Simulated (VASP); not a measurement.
# Au in VASP: further runs

Aim: see how the results for Au move with the level of theory and the settings. Levels: r2SCAN, PBEsol. Tasks: single point.

Everything below comes from runs of VASP 6.6.1. Logs are shortened: lines on timing, memory, paths and dates and some standing lists are left out, and cuts for length are marked.

## Step 1: The cell of the first run

Symmetry: P6_3/mmc, No. 194, hexagonal system. The conventional cell has a = 2.919 Å, b = 2.919 Å, c = 4.912 Å, α = 90.00°, β = 90.00°, γ = 120.00°. Within 3.8 Å of Au (site symmetry -6m2) lie 12 Au at 2.92 to 2.98 Å.

## Step 2: Single point, r2SCAN

POSCAR

```
Au
1.0
    2.9192058577      0.0000000000      0.0000000000
   -1.4596029289      2.5281064317      0.0000000000
    0.0000000000      0.0000000000      4.9123188227
Au
2
Direct
    0.6666666667      0.3333333333      0.2500000000
    0.3333333333      0.6666666667      0.7500000000
```

INCAR.step1

```
  PREC = Accurate
  ENCUT = 520
  ISMEAR = -1
  SIGMA = 0.05
  LREAL = F
  LASPH = T
  NELM = 80
  NBANDS = 18
  GGA = PE
  ALGO = Normal
  EDIFF = 1E-4
  LWAVE = T
  LCHARG = F
```

INCAR.step2

```
  PREC = Accurate
  ENCUT = 520
  EDIFF = 1E-6
  ISMEAR = -1
  SIGMA = 0.05
  LREAL = F
  LASPH = T
  NELM = 80
  ALGO = Normal
  ISIF = 2
  LWAVE = F
  LCHARG = T
  METAGGA = R2SCAN
  LMIXTAU = T
  LELF = T
  LVHAR = T
  NBANDS = 18
  ISTART = 1
```

KPOINTS

```
regular mesh
0
Gamma
  11 11 6
```

Potentials or basis: VASP PAW PBE potentials, release 64 (Au).

The run is started by

```
$ cat potpaw_PBE.64/Au/POTCAR > POTCAR
$ cp INCAR.step1 INCAR
$ mpirun -np 1 vasp_std > vasp.out
$ cp INCAR.step2 INCAR
$ mpirun -np 1 vasp_std > vasp.out
```

OUTCAR:

```text
PREC = Accurate
   ENCUT = 520
   EDIFF = 1E-6
   ISMEAR = -1
   LREAL = F
   LASPH = T
   NELM = 80
   ISIF = 2
   METAGGA = R2SCAN
   ISTART = 1

 ion  position               nearest neighbor table
   1  0.667  0.333  0.250-   2 2.98   2 2.98   2 2.98   2 2.98   2 2.98   2 2.98
   2  0.333  0.667  0.750-   1 2.98   1 2.98   1 2.98   1 2.98   1 2.98   1 2.98

  LATTYP: Found a hexagonal cell.
 ALAT       =     2.9192058577
 C/A-ratio  =     1.6827586207

  Lattice vectors:

 A1 = (   2.9192058577,   0.0000000000,   0.0000000000)
 A2 = (  -1.4596029289,   2.5281064317,   0.0000000000)
 A3 = (   0.0000000000,   0.0000000000,   4.9123188227)

Analysis of symmetry for initial positions (statically):
=====================================================================
 Subroutine PRICEL returns:
 Original cell was already a primitive cell.

 Routine SETGRP: Setting up the symmetry group for a
 hexagonal supercell.

 Subroutine GETGRP returns: Found 24 space group operations
 (whereof 12 operations were pure point group operations)
 out of a pool of 24 trial point group operations.

The static configuration has the point symmetry D_3d.
 The point group associated with its full space group is D_6h.

Analysis of symmetry for dynamics (positions and initial velocities):
=====================================================================
 Subroutine PRICEL returns:
 Original cell was already a primitive cell.

 Routine SETGRP: Setting up the symmetry group for a
 hexagonal supercell.

 Subroutine GETGRP returns: Found 24 space group operations
 (whereof 12 operations were pure point group operations)
 out of a pool of 24 trial point group operations.

The dynamic configuration has the point symmetry D_3d.
 The point group associated with its full space group is D_6h.

 Subroutine INISYM returns: Found 24 space group operations
 (whereof 12 operations are pure point group operations),
 and found     1 'primitive' translations

----------------------------------------------------------------------------------------

                                     Primitive cell

  volume of cell :      36.2532

  direct lattice vectors                    reciprocal lattice vectors
     2.919205858  0.000000000  0.000000000     0.342558918  0.197776484  0.000000000
    -1.459602929  2.528106432  0.000000000     0.000000000  0.395552967  0.000000000
     0.000000000  0.000000000  4.912318823     0.000000000  0.000000000  0.203569849

  length of vectors
     2.919205858  2.919205858  4.912318823     0.395552967  0.395552967  0.203569849

  position of ions in fractional coordinates (direct lattice)
     0.666666667  0.333333333  0.250000000
     0.333333333  0.666666667  0.750000000

  ion indices of the primitive-cell ions
   primitive index   ion index
                 1           1
                 2           2

----------------------------------------------------------------------------------------

 KPOINTS: regular mesh

Automatic generation of k-mesh.
 Grid dimensions read from file:
 generate k-points for:   11   11    6

 Generating k-lattice:

  Cartesian coordinates                     Fractional coordinates (reciprocal lattice)
     0.031141720  0.017979680  0.000000000     0.090909091 -0.000000000  0.000000000
     0.000000000  0.035959361  0.000000000     0.000000000  0.090909091  0.000000000
     0.000000000  0.000000000  0.033928308     0.000000000  0.000000000  0.166666667

  Length of vectors
     0.035959361  0.035959361  0.033928308

  Shift w.r.t. Gamma in fractional coordinates (k-lattice)
     0.000000000  0.000000000  0.000000000

 Subroutine IBZKPT returns following result:
 ===========================================

 Found     64 irreducible k-points:

 Following reciprocal coordinates:
            Coordinates               Weight
  0.000000  0.000000  0.000000      1.000000
  0.090909  0.000000  0.000000      6.000000
  0.181818  0.000000  0.000000      6.000000
  0.272727 -0.000000  0.000000      6.000000
  0.363636  0.000000  0.000000      6.000000
  0.454545  0.000000  0.000000      6.000000
[... 16 lines left out ...]
  0.090909  0.090909  0.166667     12.000000
  0.181818  0.090909  0.166667     24.000000
 [... further k-points ...]
   k-points           NKPTS =     64   k-points in BZ     NKDIM =     64   number of bands    NBANDS=     18
   number of dos      NEDOS =    301   number of ions     NIONS =      2
   total plane-waves  NPLWV =  23040
   dimension x,y,z NGX =    24 NGY =   24 NGZ =   40
   dimension x,y,z NGXF=    48 NGYF=   48 NGZF=   80
   ions per type =               2
   NGX,Y,Z   is equivalent  to a cutoff of  13.67, 13.67, 13.54 a.u.
   NGXF,Y,Z  is equivalent  to a cutoff of  27.34, 27.34, 27.07 a.u.
 SYSTEM =  unknown system
   PREC   = accura    normal or accurate (medium, high low for compatibility)
   ISTART =      1    job   : 0-new  1-cont  2-samecut
   ICHARG =      0    charge: 1-file 2-atom 10-const
   ISPIN  =      1    spin polarized calculation?
   LNONCOLLINEAR =      F non collinear calculations
   LSORBIT =      F    spin-orbit coupling
   LASPH  =      T    aspherical Exc in radial PAW
   ENCUT  =  520.0 eV  38.22 Ry    6.18 a.u.   5.43  5.43  9.13*2*pi/ulx,y,z
   NELM   =     80;   NELMIN=  2; NELMDL=  0     # of ELM steps
   EDIFF  = 0.1E-05   stopping-criterion for ELM
   LREAL  =      F    real-space projection
   EDIFFG = 0.1E-04   stopping-criterion for IOM
   NSW    =      0    number of steps for IOM
   IBRION =     -1    ionic relax: 0-MD 1-quasi-New 2-CG
   NFREE  =      0    steps in history (QN), initial steepest desc. (CG)
   ISIF   =      2    stress and relaxation
   ISYM   =      2    0-nonsym 1-usesym 2-fastsym
   POTIM  = 0.5000    time-step for ionic-motion
   TEBEG  =    0.0;   TEEND  =   0.0 temperature during run
   PSTRESS=    0.0 pullay stress
   NELECT =      22.0000    total number of electrons
   NUPDOWN=      -1.0000    fix difference up-down
   EMIN   =  10.00;   EMAX   =-10.00  energy-range for DOS
   EFERMI =   0.00;   METHOD = LEGACY
   ISMEAR =    -1;   SIGMA  =   0.05  broadening in eV -4-tet -1-fermi 0-gaus
   EFERMI_NEDOS =   21; number of points for ismear=-14 and -15
   IALGO  =     38    algorithm
   IMIX   =      4    mixing-type and parameters
     AMIX     =   0.40;   BMIX     =  1.00
     AMIX_MAG =   1.60;   BMIX_MAG =  1.00
  volume/ion in A,a.u.               =      18.13       122.32
  Fermi-wavevector in a.u.,A,eV,Ry     =   1.386012  2.619182 26.137173  1.921028
  Thomas-Fermi vector in A             =   2.510368
   LORBIT       =      0    0 simple, 1 ext, 2 COOP (PROOUT), +10 PAW based schemes
   METAGGA = R2SCAN    functional components
   LHFCALC =     F    Hartree Fock is set to
   AEXX    =    0.0000 exact exchange contribution
   IVDW    =     0    specifies the selected vdW correction
   LEPSILON=     F    determine dielectric tensor
   LRPA    =     F    only Hartree local field effects (RPA)
 non-spin polarized calculation
  energy-cutoff  :      520.00
  volume of cell :       36.25
 maximum number of plane-waves:      1003
 NGX is ok and might be reduce to    24
   NGX = 11   NGY = 11   NGZ = 19

 number of electron      21.9999999 magnetization

 Free energy of the ion-electron system (eV)
  ---------------------------------------------------
  ext. energy  EPLUGINS =         0.00000000
  ---------------------------------------------------
  free energy    TOTEN  =      -101.17010168 eV

  energy without entropy =     -101.16149734  energy(sigma->0) =     -101.16579951

 E-fermi :   8.3126     XC(G=0): -13.1904

 val. band max:        8.2776451644   @ k =   0.3636   0.0909   0.5000
 cond. band min:       8.3212494881   @ k =   0.2727   0.0909   0.3333
 fundamental gap:      0.0436043237
 Fermi energy:         8.3125926526

 k-point     1 :       0.0000    0.0000    0.0000
  band No.  band energies     occupation
      1      -1.0946      2.00000
      2       1.2079      2.00000
      3       3.5353      2.00000
      4       3.8109      2.00000
      5       3.8109      2.00000
      6       4.0910      2.00000
[... 10 lines left out ...]
     17      27.0195      0.00000
     18      27.0195      0.00000

 k-point     2 :       0.0909    0.0000    0.0000
  band No.  band energies     occupation
      1      -0.8375      2.00000
      2       1.4140      2.00000
      3       3.4567      2.00000
      4       3.8743      2.00000
      5       3.9754      2.00000
      6       4.0178      2.00000
[... 10 lines left out ...]
     17      25.7605      0.00000
     18      26.8162      0.00000

 k-point     3 :       0.1818    0.0000    0.0000
  band No.  band energies     occupation
      1      -0.1171      2.00000
      2       1.8964      2.00000
      3       3.2900      2.00000
      4       3.7614      2.00000
      5       3.8881      2.00000
      6       4.2619      2.00000
[... 10 lines left out ...]
     17      25.6471      0.00000
     18      26.1652      0.00000

 k-point     4 :       0.2727   -0.0000    0.0000
  band No.  band energies     occupation
      1       0.8466      2.00000
      2       2.1021      2.00000
      3       3.1183      2.00000
      4       3.5048      2.00000
      5       3.6737      2.00000
      6       4.1660      2.00000
[... 375 lines left out ...]
      4       3.2898      2.00000
      5       3.9693      2.00000
      6       4.3584      2.00000
[... 10 lines left out ...]
     17      21.0148      0.00000
     18      24.2860      0.00000

 k-point    23 :       0.0909    0.0909    0.1667
  band No.  band energies     occupation
      1      -0.1356      2.00000
      2       1.7997      2.00000
      3       3.3241      2.00000
      4       3.6671      2.00000
      5       3.7589      2.00000
      6       4.1682      2.00000
[... 10 lines left out ...]
     17      25.5350      0.00000
     18      26.4769      0.00000

 k-point    24 :       0.1818    0.0909    0.1667
  band No.  band energies     occupation
      1       0.7032      2.00000
      2       2.2948      2.00000
      3       3.1521      2.00000
      4       3.2659      2.00000
      5       3.6260      2.00000
      6       4.0571      2.00000
[... 10 lines left out ...]
     17      24.9479      0.00000
     18      26.1218      0.00000

 [... further k-points ...]

------------------------ aborting loop because EDIFF is reached ----------------------------------------

  FORCE on cell =-STRESS in cart. coord.  units (eV):
  Direction    XX          YY          ZZ          XY          YZ          ZX
  --------------------------------------------------------------------------------------
  -------------------------------------------------------------------------------------
  Total       -0.9338422     -0.9338422     -0.9332501      0.0000000     -0.0000000      0.0000000
  in kB      -41.2702819    -41.2702819    -41.2441156      0.0000000     -0.0000000      0.0000000
  external PRESSURE =     -41.2615598 kB  Pullay stress =       0.0000000 kB

 VOLUME and BASIS-vectors are now :
 -----------------------------------------------------------------------------
  energy-cutoff  :      520.00
  volume of cell :       36.25
      direct lattice vectors                 reciprocal lattice vectors
     2.919205858  0.000000000  0.000000000     0.342558918  0.197776484  0.000000000
    -1.459602929  2.528106432  0.000000000     0.000000000  0.395552967  0.000000000
     0.000000000  0.000000000  4.912318823     0.000000000  0.000000000  0.203569849

 POSITION                                       TOTAL-FORCE (eV/Angst)
 -----------------------------------------------------------------------------------
      1.45960      0.84270      1.22808         0.000000      0.000000      0.000000
     -0.00000      1.68540      3.68424        -0.000000     -0.000000      0.000000
 -----------------------------------------------------------------------------------
    total drift:                               -0.000000      0.000000     -0.000000

  FREE ENERGIE OF THE ION-ELECTRON SYSTEM (eV)
  ---------------------------------------------------
  free  energy   TOTEN  =      -101.1701016787 eV

  energy  without entropy=     -101.1614973421  energy(sigma->0) =     -101.16579951
```

It took 3.6 min on 1 thread of Intel Xeon 8259CL, shared host; peak memory 0.19 GiB.

What came out:

```
Free energy            : -101.1701 eV
Pressure               : -4.1 GPa
Band gap on the k mesh : zero (band 11 reaches 12.08 eV, above the bottom of band 12 at 5.56 eV)
```

Caveat: the PAW data sets were made with another functional, which shifts forces and pressure a little; spin-orbit coupling is left out, which moves the levels of the heavy elements.

## Step 3: Single point, PBEsol (atoms moved at random)

INCAR

```
SYSTEM = Au
PREC = Accurate ; ENCUT = 520
EDIFF = 1E-7 ; ISMEAR = -1
SIGMA = 0.05 ; LREAL = .False.
LASPH = .True. ; NELM = 60
ALGO = Fast ; ISIF = 2
LWAVE = .False. ; LCHARG = .False.
GGA = PS ; NBANDS = 18
```

KPOINTS

```
regular mesh
0
Gamma
  11 11 6
  0 0 0
```

POSCAR

```
Au
1.0
    2.9000000000      0.0000000000      0.0000000000
   -1.4500000000      2.5114736710      0.0000000000
    0.0000000000      0.0000000000      4.8800000000
Au
2
Direct
    0.6881910000      0.3520320000      0.2512180000
    0.3221800000      0.6632650000      0.7544700000
```

Potentials or basis: VASP PAW PBE potentials, release 64 (Au).

The run is started by

```
$ cat potpaw_PBE.64/Au/POTCAR > POTCAR
$ mpirun -np 1 vasp_std > vasp.out
```

It took 3.4 min on 1 thread of Intel Xeon 8259CL, shared host; peak memory 0.31 GiB.

It converged, with:

* Free energy: -7.8055 eV
* Pressure: -6.6 GPa
* Largest force: 0.087 eV/Å
* Band gap on the k mesh: zero (band 11 reaches 12.27 eV, above the bottom of band 12 at 6.08 eV)

Forces in eV/Å, atoms in the order of the input:
```
Au  -0.022 -0.012  0.083
Au   0.022  0.012 -0.083
```

Stress tensor (GPa, compression positive):
```
-6.41  0.16 -0.07
 0.16 -6.63 -0.05
-0.07 -0.05 -6.83
```

Levels at points of the mesh, in eV from the Fermi level:
| k point | band 7 | band 8 | band 9 | band 10 | band 11 | band 12 | band 13 | band 14 | band 15 | band 16 |
| --- | --- | --- | --- | --- | --- | --- | --- | --- | --- | --- |
| (0.00, 0.00, 0.00) | -3.98 | -3.47 | -3.22 | -2.21 | -1.97 | -0.98 | 2.49 | 14.62 | 15.67 | 16.70 |
| (0.00, 0.00, 0.50) | -4.32 | -4.31 | -2.58 | -2.53 | -2.50 | -2.47 | 10.21 | 10.43 | 14.91 | 14.94 |

Caveat: the cell differs from its parent crystal (atoms moved at random); the PAW data sets were made with another functional, which shifts forces and pressure a little; spin-orbit coupling is left out, which moves the levels of the heavy elements.
